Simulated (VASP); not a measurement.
Input of a VASP 6.6.1 run:

The input INCAR:

```
SYSTEM = ZnCd2Se3
  PREC = Accurate
  ENCUT = 520
  EDIFF = 1E-7
  ISMEAR = 0
  SIGMA = 0.02
  LREAL = .FALSE.
  LASPH = .TRUE.
  NELM = 80
  ALGO = Normal
  ISIF = 2
  LWAVE = .FALSE.
  LCHARG = .FALSE.
  GGA = PE
  NBANDS = 36
```

KPOINTS

```
regular mesh
0
G
  10 10 10
  0 0 0
```

Contents of POSCAR:

```
ZnCd2Se3
1.0
   -2.1486065290      2.1486065290      9.2206739740
    2.1486065290     -2.1486065290      9.2206739740
    2.1486065290      2.1486065290     -9.2206739740
Zn Cd Se
1 2 3
Direct
    0.5000000000      0.5000000000      0.0000000000
    0.8379430341      0.8379430341      0.0000000000
    0.1620569659      0.1620569659      0.0000000000
    0.4263470498      0.9263470498      0.5000000000
    0.0736529502      0.5736529502      0.5000000000
    0.7500000000      0.2500000000      0.5000000000
```

Potentials or basis: VASP PAW PBE potentials, release 64 (Zn, Cd, Se).

Command:

```console
$ cat potpaw_PBE.64/Zn/POTCAR potpaw_PBE.64/Cd/POTCAR potpaw_PBE.64/Se/POTCAR > POTCAR
$ mpirun -np 1 vasp_std > vasp.out
```

(1) Predict the band gap on the k mesh.

(2) What does it give for the largest force?

(3) Predict the pressure.

Results:

(1) 0.54 eV.

(2) 0.017 eV/Å.

(3) -1.1 GPa.

Caveat: semilocal functionals underestimate gaps, and a narrow one can read as zero.
